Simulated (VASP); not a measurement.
Al: single point with PBE

Al, a slab with vacuum:

```xyz
13
Lattice="5.7135 0.0000 0.0000 0.0000 5.7135 0.0000 0.0000 0.0000 19.6747" Properties=species:S:1:pos:R:3 pbc="T T T"
Al    1.4284    1.4284    4.0000
Al    1.4284    4.2851    4.0000
Al    4.2851    1.4284    4.0000
Al    4.2851    4.2851    4.0000
Al    0.0000    0.0000    6.0848
Al    0.0000    2.8568    6.0848
Al    2.8568    0.0000    6.0848
Al    2.8568    2.8568    6.0848
Al    1.4284    1.4284    8.1747
Al    1.4284    4.2851    8.1747
Al    4.2851    1.4284    8.1747
Al    4.2851    4.2851    8.1747
Al    1.9045    2.3806   10.5566
```

| Item | Value |
| --- | --- |
| Program | VASP 6.6.1 |
| Task | single point |
| Functional | PBE |
| Potentials or basis | VASP PAW PBE potentials, release 64 (Al) |
| Cutoff | 520 eV |
| k mesh | 5 × 5 × 1 |
| Occupations | gaussian, width 0.1 eV |
| Spin | no spin polarisation |
| Dipole correction | yes |
| Further INCAR settings | ALGO = Normal; EDIFF = 1e-06; NBANDS = 32 |

| Item | Value |
| --- | --- |
| Largest force | 0.746 eV/Å |

Forces on the atoms (eV/Å):
```
Al  -0.011 -0.059  0.005
Al   0.029  0.069 -0.017
Al   0.020  0.081 -0.037
Al  -0.021 -0.073 -0.011
Al   0.056  0.018  0.060
Al  -0.048 -0.023  0.057
Al  -0.049 -0.021  0.084
Al   0.014 -0.009  0.019
Al  -0.178 -0.346 -0.636
Al   0.003 -0.028  0.180
Al  -0.060  0.055  0.185
Al  -0.046 -0.064  0.114
Al   0.292  0.400 -0.002
```

Levels at points of the mesh, in eV from the Fermi level:
```tsv
k point	band 16	band 17	band 18	band 19	band 20	band 21	band 22	band 23	band 24	band 25
(0.00, 0.00, 0.00)	-1.19	-1.02	-0.81	-0.50	-0.37	-0.31	-0.10	-0.09	0.84	1.28
```

Run time: 7.4 min on 1 thread of Intel(R) Xeon(R) Platinum 8375C CPU @ 2.90GHz (Ice Lake), on a shared host, peak memory 0.62 GiB.
